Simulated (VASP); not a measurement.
Input of a VASP 6.6.1 run:

The input INCAR:

```
SYSTEM = Al
ALGO = Normal
EDIFF = 1E-6
ENCUT = 520
GGA = CA
ISIF = 2
ISMEAR = 1
LASPH = .True.
LCHARG = .True.
LELF = .True.
LREAL = .False.
LVHAR = .True.
LWAVE = .False.
NBANDS = 8
NELM = 60
PREC = Accurate
SIGMA = 0.2
```

KPOINTS

```
k-points
0
Gamma
  20 20 20
  0 0 0
```

Contents of POSCAR:

```
Al
1.0
   -1.6150869704      1.6150869704      1.5912186900
    1.6150869704     -1.6150869704      1.5912186900
    1.6150869704      1.6150869704     -1.5912186900
Al
1
Direct
    0.0000000000      0.0000000000      0.0000000000
```

Potentials or basis: VASP PAW LDA potentials, release 64 (Al).

The run is started by

```bash
$ cat potpaw_LDA.64/Al/POTCAR > POTCAR
$ mpirun -np 1 vasp_std > vasp.out
```

Task: What does it give for the pressure?

Result: -1.6 GPa.

Stress tensor (GPa, compression positive):
```
-1.47  0.00  0.00
 0.00 -1.47  0.00
 0.00  0.00 -1.98
```

Caveat: the cell differs from its parent crystal (strain +0.0150 x Voigt [1, 1, 0, 0, 0, 0]).
